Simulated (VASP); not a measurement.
ZrN: single point with PBEsol

ZrN, a slab with vacuum:

```
CELL_PARAMETERS angstrom
3.21888 0.00000 0.00000
0.00000 4.55218 0.00000
0.00000 0.00000 24.65664
ATOMIC_POSITIONS crystal
Zr 0.50000 0.50000 0.30992
Zr 0.00000 0.00000 0.36676
Zr 0.50000 0.50000 0.43380
Zr 0.00000 0.00000 0.50000
Zr 0.50000 0.50000 0.56620
Zr 0.00000 0.00000 0.63324
Zr 0.50000 0.50000 0.69008
N 0.50000 0.00000 0.30773
N 0.00000 0.50000 0.36784
N 0.50000 0.00000 0.43571
N 0.00000 0.50000 0.50000
N 0.50000 0.00000 0.56429
N 0.00000 0.50000 0.63216
N 0.50000 0.00000 0.69227
```

```yaml
Program: VASP 6.6.1
Task: single point
Functional: PBEsol
Potentials_or_basis: VASP PAW PBE potentials, release 64 (Zr_sv, N)
Cutoff: 520 eV
k_mesh: 11 × 8 × 1
Occupations: gaussian, width 0.1 eV
Spin: no spin polarisation
Dipole_correction: yes
Further_INCAR_settings: ALGO = Normal; EDIFF = 1e-06; NBANDS = 72; NELMDL = -8
```

- Largest force: 0.033 eV/Å
- Band gap on the k mesh: zero (an odd number of electrons rules out a gap without spin polarisation)

Forces in eV/Å, atoms in the order of the input:
```
Zr   0.000  0.000 -0.033
Zr   0.000  0.000  0.013
Zr   0.000  0.000 -0.002
Zr   0.000  0.000  0.000
Zr   0.000  0.000  0.002
Zr   0.000  0.000 -0.013
Zr   0.000  0.000  0.033
N    0.000  0.000 -0.028
N    0.000  0.000  0.007
N    0.000  0.000 -0.001
N    0.000  0.000  0.000
N    0.000  0.000  0.001
N    0.000  0.000 -0.007
N    0.000  0.000  0.028
```

Levels at points of the mesh, in eV from the Fermi level:
| k point | band 57 | band 58 | band 59 | band 60 | band 61 | band 62 |
| --- | --- | --- | --- | --- | --- | --- |
| (0.00, 0.00, 0.00) | -1.99 | -0.99 | -0.20 | -0.02 | 0.01 | 0.17 |
| (0.00, 0.50, 0.00) | -2.11 | -0.69 | -0.68 | 0.34 | 0.45 | 0.95 |

Run time: 44 min on 1 thread of Oxide Virtual Turin-like Processor (shared host), peak memory 0.71 GiB.

Caveat: the PAW data sets were made with another functional, which shifts forces and pressure a little; an odd number of electrons without spin polarisation forces a metal; a magnetic or distorted state may lie lower.
